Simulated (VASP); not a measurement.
# KCdCO3F (P-6m2) in VASP: electric field gradients with r2SCAN

Aim: the electric field gradients of KCdCO3F with r2SCAN.

Program: VASP 6.6.1. These are calculated values, not measurements. Logs are shortened: lines on timing, memory, paths and dates and some standing lists are left out, and cuts for length are marked.

## 1. The cell of the first run

Symmetry: P-6m2, No. 187, hexagonal system. Conventional cell: a = 5.132 Å, b = 5.132 Å, c = 4.432 Å, α = 90.00°, β = 90.00°, γ = 120.00°. Within 3.8 Å of K (site symmetry -6m2) lie 6 O at 2.78 Å and 3 F at 2.96 Å and 6 Cd at 3.70 Å and 6 C at 3.70 Å. Cd (site symmetry -6m2) has 2 F at 2.22 Å and 6 O at 2.57 Å and 3 C at 2.96 Å within 3.0 Å. C (site symmetry -6m2) has 3 O at 1.29 Å within 1.7 Å. O (site symmetry mm2) has 1 C at 1.29 Å within 1.7 Å. Within 3.0 Å of F (site symmetry -6m2) lie 2 Cd at 2.22 Å and 3 K at 2.96 Å.

## 2. Electric field gradients, r2SCAN

Input file POSCAR:

```
KCdCO3F
1.0
    5.1324000000      0.0000000000      0.0000000000
   -2.5662000000      4.4447887824      0.0000000000
    0.0000000000      0.0000000000      4.4324000000
K Cd C O F
1 1 1 3 1
Direct
    0.0000000000      0.0000000000      0.0000000000
    0.6666666667      0.3333333333      0.5000000000
    0.3333333333      0.6666666667      0.5000000000
    0.1879054407      0.3758108815      0.5000000000
    0.1879054407      0.8120945593      0.5000000000
    0.6241891185      0.8120945593      0.5000000000
    0.6666666667      0.3333333333      0.0000000000
```

Input file INCAR.step1:

```
  ALGO = Normal
  EDIFF = 1E-5
  ENCUT = 580
  GGA = PE
  GGA_COMPAT = False
  ISMEAR = -1
  LASPH = True
  LCHARG = False
  LREAL = False
  LWAVE = True
  NBANDS = 38
  NELM = 120
  PREC = Accurate
  SIGMA = 0.02
```

Input file INCAR.step2:

```
  ALGO = Normal
  EDIFF = 1E-8
  ENCUT = 580
  GGA_COMPAT = False
  ISIF = 2
  ISMEAR = -1
  ISTART = 1
  LASPH = True
  LCHARG = False
  LEFG = True
  LMIXTAU = True
  LREAL = False
  LWAVE = False
  METAGGA = R2SCAN
  NBANDS = 38
  NELM = 120
  PREC = Accurate
  SIGMA = 0.02
```

Input file KPOINTS:

```
k-points
0
Gamma
  5 5 5
```

Potentials or basis: VASP PAW PBE potentials, release 64 (K_sv, Cd_sv_GW, C, O, F).

On the command line:

```sh
cat potpaw_PBE.64/K_sv/POTCAR potpaw_PBE.64/Cd_sv_GW/POTCAR potpaw_PBE.64/C/POTCAR potpaw_PBE.64/O/POTCAR potpaw_PBE.64/F/POTCAR > POTCAR
cp INCAR.step1 INCAR
mpirun -np 1 vasp_std > vasp.out
cp INCAR.step2 INCAR
mpirun -np 1 vasp_std > vasp.out
```

OUTCAR:

```text
EDIFF = 1E-8
   ENCUT = 580
   ISIF = 2
   ISMEAR = -1
   ISTART = 1
   LASPH = True
   LREAL = False
   METAGGA = R2SCAN
   NELM = 120
   PREC = Accurate

 ion  position               nearest neighbor table
   1  0.000  0.000  0.000-   5 2.78   5 2.78   6 2.78   6 2.78   4 2.78   4 2.78
   2  0.667  0.333  0.500-   7 2.22   7 2.22
   3  0.333  0.667  0.500-   5 1.29   6 1.29   4 1.29
   4  0.188  0.376  0.500-   3 1.29   1 2.78   1 2.78
   5  0.188  0.812  0.500-   3 1.29   1 2.78   1 2.78
   6  0.624  0.812  0.500-   3 1.29   1 2.78   1 2.78
   7  0.667  0.333  0.000-   2 2.22   2 2.22

  LATTYP: Found a hexagonal cell.
 ALAT       =     5.1324000000
 C/A-ratio  =     0.8636115657

  Lattice vectors:

 A1 = (   5.1324000000,   0.0000000000,   0.0000000000)
 A2 = (  -2.5662000000,   4.4447887824,   0.0000000000)
 A3 = (   0.0000000000,   0.0000000000,   4.4324000000)

Analysis of symmetry for initial positions (statically):
=====================================================================
 Subroutine PRICEL returns:
 Original cell was already a primitive cell.

 Routine SETGRP: Setting up the symmetry group for a
 hexagonal supercell.

 Subroutine GETGRP returns: Found 12 space group operations
 (whereof 12 operations were pure point group operations)
 out of a pool of 24 trial point group operations.

The static configuration has the point symmetry D_3h.

Analysis of symmetry for dynamics (positions and initial velocities):
=====================================================================
 Subroutine PRICEL returns:
 Original cell was already a primitive cell.

 Routine SETGRP: Setting up the symmetry group for a
 hexagonal supercell.

 Subroutine GETGRP returns: Found 12 space group operations
 (whereof 12 operations were pure point group operations)
 out of a pool of 24 trial point group operations.

The dynamic configuration has the point symmetry D_3h.

 Subroutine INISYM returns: Found 12 space group operations
 (whereof 12 operations are pure point group operations),
 and found     1 'primitive' translations

----------------------------------------------------------------------------------------

                                     Primitive cell

  volume of cell :     101.1138

  direct lattice vectors                    reciprocal lattice vectors
     5.132400000  0.000000000  0.000000000     0.194840620  0.112491285  0.000000000
    -2.566200000  4.444788782  0.000000000     0.000000000  0.224982569  0.000000000
     0.000000000  0.000000000  4.432400000     0.000000000  0.000000000  0.225611407

  length of vectors
     5.132400000  5.132400000  4.432400000     0.224982569  0.224982569  0.225611407

  position of ions in fractional coordinates (direct lattice)
     0.000000000  0.000000000  0.000000000
     0.666666667  0.333333333  0.500000000
     0.333333333  0.666666667  0.500000000
     0.187905441  0.375810882  0.500000000
     0.187905441  0.812094559  0.500000000
     0.624189118  0.812094559  0.500000000
     0.666666667  0.333333333  0.000000000

  ion indices of the primitive-cell ions
   primitive index   ion index
                 1           1
                 2           2
                 3           3
                 4           4
                 5           5
                 6           6
                 7           7

----------------------------------------------------------------------------------------

 KPOINTS: k-points

Automatic generation of k-mesh.
 Grid dimensions read from file:
 generate k-points for:    5    5    5

[... 46 lines left out ...]
   ICHARG =      0    charge: 1-file 2-atom 10-const
   ISPIN  =      1    spin polarized calculation?
   LNONCOLLINEAR =      F non collinear calculations
   LSORBIT =      F    spin-orbit coupling
   LASPH  =      T    aspherical Exc in radial PAW
   ENCUT  =  580.0 eV  42.63 Ry    6.53 a.u.  10.08 10.08  8.70*2*pi/ulx,y,z
   NELM   =    120;   NELMIN=  2; NELMDL=  0     # of ELM steps
   EDIFF  = 0.1E-07   stopping-criterion for ELM
   LREAL  =      F    real-space projection
   EDIFFG = 0.1E-06   stopping-criterion for IOM
   NSW    =      0    number of steps for IOM
   IBRION =     -1    ionic relax: 0-MD 1-quasi-New 2-CG
   NFREE  =      0    steps in history (QN), initial steepest desc. (CG)
   ISIF   =      2    stress and relaxation
   ISYM   =      2    0-nonsym 1-usesym 2-fastsym
   POTIM  = 0.5000    time-step for ionic-motion
   TEBEG  =    0.0;   TEEND  =   0.0 temperature during run
   PSTRESS=    0.0 pullay stress
   NELECT =      58.0000    total number of electrons
   NUPDOWN=      -1.0000    fix difference up-down
   EMIN   =  10.00;   EMAX   =-10.00  energy-range for DOS
   EFERMI =   0.00;   METHOD = LEGACY
   ISMEAR =    -1;   SIGMA  =   0.02  broadening in eV -4-tet -1-fermi 0-gaus
   EFERMI_NEDOS =   21; number of points for ismear=-14 and -15
   IALGO  =     38    algorithm
   IMIX   =      4    mixing-type and parameters
     AMIX     =   0.40;   BMIX     =  1.00
     AMIX_MAG =   1.60;   BMIX_MAG =  1.00
  volume/ion in A,a.u.               =      14.44        97.48
  Fermi-wavevector in a.u.,A,eV,Ry     =   1.360235  2.570472 25.174036  1.850239
  Thomas-Fermi vector in A             =   2.486915
   LORBIT       =      0    0 simple, 1 ext, 2 COOP (PROOUT), +10 PAW based schemes
   METAGGA = R2SCAN    functional components
   LHFCALC =     F    Hartree Fock is set to
   AEXX    =    0.0000 exact exchange contribution
   IVDW    =     0    specifies the selected vdW correction
   LEPSILON=     F    determine dielectric tensor
   LRPA    =     F    only Hartree local field effects (RPA)
 non-spin polarized calculation
  energy-cutoff  :      580.00
  volume of cell :      101.11
 maximum number of plane-waves:      3238
   NGX = 21   NGY = 21   NGZ = 17

 number of electron      58.0000003 magnetization

 Free energy of the ion-electron system (eV)
  ---------------------------------------------------
  ext. energy  EPLUGINS =         0.00000000
  ---------------------------------------------------
  free energy    TOTEN  =       -70.37509711 eV

  energy without entropy =      -70.37509711  energy(sigma->0) =      -70.37509711

 E-fermi :   0.8308     XC(G=0):  -9.9106

 val. band max:        0.2970794899   @ k =   0.0000   0.0000   0.4000
 cond. band min:       2.7749444549   @ k =   0.0000   0.0000   0.0000
 fundamental gap:      2.4778649650
 Fermi energy:         0.8308402008

 k-point     1 :       0.0000    0.0000    0.0000
  band No.  band energies     occupation
      1    -102.9749      2.00000
      2     -63.1715      2.00000
      3     -63.1715      2.00000
      4     -63.1531      2.00000
      5     -28.4746      2.00000
      6     -22.7761      2.00000
[... 604 lines left out ...]
     37      11.6013      0.00000
     38      11.9137      0.00000

------------------------ aborting loop because EDIFF is reached ----------------------------------------

  FORCE on cell =-STRESS in cart. coord.  units (eV):
  Direction    XX          YY          ZZ          XY          YZ          ZX
  --------------------------------------------------------------------------------------
  -------------------------------------------------------------------------------------
  Total       -2.1233434     -2.1233434     -1.3046361      0.0000000      0.0000000      0.0000000
  in kB      -33.6449777    -33.6449777    -20.6723282      0.0000000      0.0000000      0.0000000
  external PRESSURE =     -29.3207612 kB  Pullay stress =       0.0000000 kB

 VOLUME and BASIS-vectors are now :
 -----------------------------------------------------------------------------
  energy-cutoff  :      580.00
  volume of cell :      101.11
      direct lattice vectors                 reciprocal lattice vectors
     5.132400000  0.000000000  0.000000000     0.194840620  0.112491285  0.000000000
    -2.566200000  4.444788782  0.000000000     0.000000000  0.224982569  0.000000000
     0.000000000  0.000000000  4.432400000     0.000000000  0.000000000  0.225611407

 POSITION                                       TOTAL-FORCE (eV/Angst)
 -----------------------------------------------------------------------------------
      0.00000      0.00000      0.00000         0.000000     -0.000000      0.000000
      2.56620      1.48160      2.21620         0.000000     -0.000000      0.000000
     -0.00000      2.96319      2.21620         0.000000     -0.000000      0.000000
     -0.00000      1.67040      2.21620         0.000000      0.117321      0.000000
     -1.11959      3.60959      2.21620         0.101603     -0.058661     -0.000000
      1.11959      3.60959      2.21620        -0.101603     -0.058661     -0.000000
      2.56620      1.48160      0.00000         0.000000     -0.000000      0.000000
 -----------------------------------------------------------------------------------
    total drift:                               -0.000003      0.000002      0.000000

  FREE ENERGIE OF THE ION-ELECTRON SYSTEM (eV)
  ---------------------------------------------------
  free  energy   TOTEN  =       -70.3750971127 eV

  energy  without entropy=      -70.3750971127  energy(sigma->0) =      -70.37509711

 Electric field gradients (V/A^2)
---------------------------------------------------------------------
 ion       V_xx      V_yy      V_zz      V_xy      V_xz      V_yz
---------------------------------------------------------------------
   1      13.198    13.198   -26.396     0.000    -0.000    -0.000
   2      22.809    22.806   -45.615    -0.002    -0.000    -0.000
   3     -20.559   -20.559    41.118    -0.000     0.000     0.000
   4     -86.319   108.872   -22.553     0.003     0.000    -0.000
   5      60.072   -37.519   -22.554   -84.516    -0.000    -0.000
   6      60.072   -37.518   -22.553    84.522    -0.000    -0.000
   7     -49.576   -49.580    99.156    -0.003     0.000     0.000
---------------------------------------------------------------------

 Electric field gradients after diagonalization (V/A^2)
 (convention: |V_zz| > |V_xx| > |V_yy|)
----------------------------------------------------------------------
 ion       V_xx      V_yy      V_zz     asymmetry (V_yy - V_xx)/ V_zz
----------------------------------------------------------------------
   1      13.199    13.198   -26.396       0.000
   2      22.810    22.805   -45.615       0.000
   3     -20.559   -20.559    41.118       0.000
   4     -86.319   -22.553   108.872       0.586
   5     -86.314   -22.554   108.867       0.586
   6     -86.319   -22.553   108.872       0.586
   7     -49.581   -49.575    99.156       0.000
----------------------------------------------------------------------

           NMR quadrupolar parameters

 Cq : quadrupolar parameter    Cq=e*Q*V_zz/h
 eta: asymmetry parameters     (V_yy - V_xx)/ V_zz
 Q  : nuclear electric quadrupole moment in mb (millibarn)
----------------------------------------------------------------------
 ion       Cq(MHz)       eta       Q (mb)
----------------------------------------------------------------------
   1      -0.064       0.000       1.000
   2      -0.110       0.000       1.000
   3       0.099       0.000       1.000
   4       0.263       0.586       1.000
   5       0.263       0.586       1.000
   6       0.263       0.586       1.000
   7       0.240       0.000       1.000
----------------------------------------------------------------------
```

Wall time 4.9 min (1 thread of Intel Xeon Platinum 8488C (Sapphire Rapids), shared host); peak memory 0.31 GiB.

What came out:

- Free energy: -70.3751 eV
- Pressure: -2.9 GPa
- Largest force: 0.117 eV/Å
- Band gap on the k mesh: 2.48 eV
- Largest electric field gradient by atom: K -26.4; Cd -45.6; C +41.1; O +108.9; F +99.2 V/Å²

Forces in eV/Å, atoms in the order of the input:
```
K    0.000  0.000  0.000
Cd   0.000  0.000  0.000
C    0.000  0.000  0.000
O    0.000  0.117  0.000
O    0.102 -0.059  0.000
O   -0.102 -0.059  0.000
F    0.000  0.000  0.000
```

Stress tensor (GPa, compression positive):
```
-3.36  0.00  0.00
 0.00 -3.36  0.00
 0.00  0.00 -2.07
```

Electric field gradients, principal values (V/Å²):
```tsv
atom	least	middle	greatest (by size)
1 K	13.198	13.199	-26.396
2 Cd	22.805	22.810	-45.615
3 C	-20.559	-20.559	41.118
4 O	-22.553	-86.319	108.872
5 O	-22.554	-86.314	108.867
6 O	-22.553	-86.319	108.872
7 F	-49.575	-49.581	99.156
```

Caveat: without QUAD_EFG the Cq values of the log hold for a quadrupole moment of 1 mb, not for the nuclei; the PAW data sets were made with another functional, which shifts forces and pressure a little.
